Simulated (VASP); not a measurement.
Tl: single point with PBEsol

The system is Tl.

```
CELL_PARAMETERS angstrom
0.00000 2.45826 2.45826
2.45826 0.00000 2.45826
2.45826 2.45826 0.00000
ATOMIC_POSITIONS crystal
Tl 0.00000 0.00000 0.00000
```

This isn't the form of Tl at room conditions, which is hcp.

```yaml
Program: VASP 6.6.1
Task: single point
Functional: PBEsol
Potentials_or_basis: VASP PAW PBE potentials, release 64 (Tl_d)
Cutoff: 500 eV
k_mesh: 6 × 6 × 6
Occupations: gaussian, width 0.1 eV
Spin: no spin polarisation
Dipole_correction: no
Further_INCAR_settings: ALGO = Normal; EDIFF = 1e-06; NBANDS = 12
```

```json
{"Pressure": "-1.3 GPa", "Band gap on the k mesh": "zero (an odd number of electrons rules out a gap without spin polarisation)"}
```

Levels at points of the mesh, in eV from the Fermi level:
```
           k point  band 4  band 5  band 6  band 7  band 8  band 9
(0.00, 0.00, 0.00)  -11.07  -11.07   -9.64   10.12   10.12   10.12
(0.50, 0.00, 0.00)  -10.84  -10.84   -5.17   -2.62    8.12    8.12
(0.50, 0.50, 0.00)  -10.78  -10.78   -3.54   -1.57    4.12    4.12
```

Run time: 5.6 s on 1 thread of AMD EPYC 7R13 Processor (Zen 3), on a shared host, peak memory 0.12 GiB.

Caveat: the k points lie up to 0.37 Å⁻¹ apart, too coarse for converged energies and pressures of a metal; the PAW data sets were made with another functional, which shifts forces and pressure a little; spin-orbit coupling is left out, which moves the levels of the heavy elements.
